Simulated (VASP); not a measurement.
# CuO (Tenorite) (C2/c) in VASP: notebook, part 2 of 2

VASP 6.6.1.

**4. Single point, LDA (volume scaled by 0.96)**

The input, INCAR:

```
PREC = Accurate
ENCUT = 520
EDIFF = 1E-6
ISMEAR = -1
SIGMA = 0.05
LREAL = F
LASPH = T
NELM = 100
ALGO = Normal
ISIF = 2
LWAVE = F
LCHARG = F
GGA = CA
NBANDS = 25
```

The input, KPOINTS:

```
Automatic mesh
0
Gamma
  10 10 5
```

The input, POSCAR:

```
CuO
1.0
    2.3101994985     -1.6881714891      0.0000000000
    2.3101994985      1.6881714891      0.0000000000
   -0.8385391614      0.0000000000      4.9895114286
Cu O
2 2
Direct
    0.5000000000      0.0000000000      0.5000000000
    0.0000000000      0.5000000000      0.0000000000
    0.4184000000      0.5816000000      0.7500000000
    0.5816000000      0.4184000000      0.2500000000
```

Potentials or basis: VASP PAW LDA potentials, release 64 (Cu, O).

Launch:

```sh
> cat potpaw_LDA.64/Cu/POTCAR potpaw_LDA.64/O/POTCAR > POTCAR
> mpirun -np 1 vasp_std > vasp.out
```

OUTCAR:

```text
PREC = Accurate
   ENCUT = 520
   EDIFF = 1E-6
   ISMEAR = -1
   LREAL = F
   LASPH = T
   NELM = 100
   ISIF = 2
   GGA = CA

 ion  position               nearest neighbor table
   1  0.500  0.000  0.500-   3 1.92   4 1.92   4 1.93   3 1.93
   2  0.000  0.500  0.000-   4 1.92   3 1.92   4 1.93   3 1.93
   3  0.418  0.582  0.750-   2 1.92   1 1.92   2 1.93   1 1.93
   4  0.582  0.418  0.250-   1 1.92   2 1.92   2 1.93   1 1.93

  LATTYP: Found a base centered monoclinic cell.
 ALAT       =     4.6203989970
 B/A-ratio  =     0.7307470589
 C/A-ratio  =     1.0950317057
 COS(beta)  =    -0.1657361228

  Lattice vectors:

 A1 = (   2.3101994985,  -1.6881714891,   0.0000000000)
 A2 = (   2.3101994985,   1.6881714891,   0.0000000000)
 A3 = (  -0.8385391614,   0.0000000000,   4.9895114286)

Analysis of symmetry for initial positions (statically):
=====================================================================
 Subroutine PRICEL returns:
 Original cell was already a primitive cell.

 Routine SETGRP: Setting up the symmetry group for a
 base centered monoclinic supercell.

 Subroutine GETGRP returns: Found  4 space group operations
 (whereof  2 operations were pure point group operations)
 out of a pool of  4 trial point group operations.

The static configuration has the point symmetry S_2 .
 The point group associated with its full space group is C_2h.

Analysis of symmetry for dynamics (positions and initial velocities):
=====================================================================
 Subroutine PRICEL returns:
 Original cell was already a primitive cell.

 Routine SETGRP: Setting up the symmetry group for a
 base centered monoclinic supercell.

 Subroutine GETGRP returns: Found  4 space group operations
 (whereof  2 operations were pure point group operations)
[... 123 lines left out ...]
   EFERMI_NEDOS =   21; number of points for ismear=-14 and -15
   IALGO  =     38    algorithm
   IMIX   =      4    mixing-type and parameters
     AMIX     =   0.40;   BMIX     =  1.00
     AMIX_MAG =   1.60;   BMIX_MAG =  1.00
  volume/ion in A,a.u.               =       9.73        65.66
  Fermi-wavevector in a.u.,A,eV,Ry     =   1.565008  2.957436 33.324052  2.449249
  Thomas-Fermi vector in A             =   2.667547
   LORBIT       =      0    0 simple, 1 ext, 2 COOP (PROOUT), +10 PAW based schemes
   GGA     = CA    functional components
   LHFCALC =     F    Hartree Fock is set to
   AEXX    =    0.0000 exact exchange contribution
   IVDW    =     0    specifies the selected vdW correction
   LEPSILON=     F    determine dielectric tensor
   LRPA    =     F    only Hartree local field effects (RPA)
 non-spin polarized calculation
  energy-cutoff  :      520.00
  volume of cell :       38.92
 maximum number of plane-waves:      1071
 NGX is ok and might be reduce to    24
   NGX = 11   NGY = 11   NGZ = 19

 number of electron      33.9999986 magnetization

 Free energy of the ion-electron system (eV)
  ---------------------------------------------------
  ext. energy  EPLUGINS =         0.00000000
  ---------------------------------------------------
  free energy    TOTEN  =       -23.20613897 eV

  energy without entropy =      -23.18737119  energy(sigma->0) =      -23.19675508

 E-fermi :   5.9589     XC(G=0): -12.6661

 val. band max:        5.9582933144   @ k =  -0.4000   0.2000   0.4000
 cond. band min:       5.9622686113   @ k =  -0.1000  -0.0000   0.4000
 fundamental gap:      0.0039752969
 Fermi energy:         5.9588989408

 k-point     1 :       0.0000    0.0000    0.0000
  band No.  band energies     occupation
      1     -14.0640      2.00000
      2     -12.5481      2.00000
      3      -2.6638      2.00000
      4       0.0497      2.00000
      5       0.4698      2.00000
      6       2.4106      2.00000
[... 661 lines left out ...]
     24      19.4933      0.00000
     25      20.4840      0.00000

 [... further k-points ...]

------------------------ aborting loop because EDIFF is reached ----------------------------------------

  FORCE on cell =-STRESS in cart. coord.  units (eV):
  Direction    XX          YY          ZZ          XY          YZ          ZX
  --------------------------------------------------------------------------------------
  -------------------------------------------------------------------------------------
  Total       -0.4553297      0.1281366     -0.6620112      0.0000000      0.0000000     -0.1943943
  in kB      -18.7448722      5.2750879    -27.2534739      0.0000000      0.0000000     -8.0027652
  external PRESSURE =     -13.5744194 kB  Pullay stress =       0.0000000 kB

 VOLUME and BASIS-vectors are now :
 -----------------------------------------------------------------------------
  energy-cutoff  :      520.00
  volume of cell :       38.92
      direct lattice vectors                 reciprocal lattice vectors
     2.310199498 -1.688171489  0.000000000     0.216431525 -0.296178441  0.036373563
     2.310199498  1.688171489  0.000000000     0.216431525  0.296178441  0.036373563
    -0.838539161  0.000000000  4.989511429     0.000000000  0.000000000  0.200420425

 POSITION                                       TOTAL-FORCE (eV/Angst)
 -----------------------------------------------------------------------------------
      0.73583     -0.84409      2.49476         0.000000      0.000000      0.000000
      1.15510      0.84409      0.00000         0.000000      0.000000      0.000000
      1.68130      0.27551      3.74213        -0.000000     -0.293681      0.000000
      2.10056     -0.27551      1.24738        -0.000000      0.293681     -0.000000
 -----------------------------------------------------------------------------------
    total drift:                                0.000000      0.000000     -0.000000

  FREE ENERGIE OF THE ION-ELECTRON SYSTEM (eV)
  ---------------------------------------------------
  free  energy   TOTEN  =       -23.2061389718 eV

  energy  without entropy=      -23.1873711907  energy(sigma->0) =      -23.19675508
```

Wall time 94 s (1 thread of Intel Xeon 6975P-C, shared host); peak memory 0.23 GiB.

What came out:

```
Free energy            : -23.2061 eV
Pressure               : -1.4 GPa
Largest force          : 0.294 eV/Å
Band gap on the k mesh : zero (band 17 reaches 6.23 eV, above the bottom of band 18 at 5.62 eV)
```

Forces on the atoms (eV/Å):
```
Cu   0.000  0.000  0.000
Cu   0.000  0.000  0.000
O    0.000 -0.294  0.000
O    0.000  0.294  0.000
```

Levels at points of the mesh, in eV from the Fermi level:
| k point | band 14 | band 15 | band 16 | band 17 | band 18 | band 19 | band 20 | band 21 |
| --- | --- | --- | --- | --- | --- | --- | --- | --- |
| (0.00, 0.00, 0.00) | -2.36 | -2.29 | -1.74 | 0.24 | 0.99 | 1.91 | 6.03 | 8.34 |
| (0.50, 0.00, 0.00) | -1.68 | -1.59 | -1.49 | 0.00 | 0.25 | 4.75 | 6.43 | 7.10 |
| (0.50, 0.50, 0.00) | -2.26 | -1.73 | -1.28 | -0.68 | 1.12 | 3.15 | 7.15 | 8.49 |

Caveat: semilocal functionals often make such compounds metallic where correlation or magnetic order opens a gap, which also shifts bond lengths.

**5. Summary**

| level | potentials or basis | U | cell | gap on the mesh (eV) | pressure (GPa) | largest force (eV/Å) |
| --- | --- | --- | --- | --- | --- | --- |
| PBEsol+U | VASP PAW PBE potentials, release 64 (Cu, O) | Cu d U = 6.0 eV | a = 2.900, b = 2.900, c = 5.129 Å, angles 97.7, 97.7, 72.3°, 4 atoms | none | -6.8 | 0.28 |
| PBEsol+U | VASP PAW PBE potentials, release 64 (Cu, O) | Cu d U = 8.0 eV | a = 2.900, b = 2.900, c = 5.129 Å, angles 97.7, 97.7, 72.3°, 4 atoms | none | -8.6 | 0.28 |
| LDA | VASP PAW LDA potentials, release 64 (Cu, O) | - | a = 2.861, b = 2.861, c = 5.059 Å, angles 97.7, 97.7, 72.3°, 4 atoms | none | -1.4 | 0.29 |

Alike in all rows: task single point; no spin polarisation; k mesh 10 × 10 × 5; cutoff (eV) 520; smearing fermi-dirac 0.05 eV.

Caveats: the PAW data sets were made with another functional, which shifts forces and pressure a little (some runs); U without spin polarisation on a metal has little footing (some runs); semilocal functionals often make such compounds metallic where correlation or magnetic order opens a gap, which also shifts bond lengths (some runs).

Absolute energies hang on the potentials; compare differences alone.
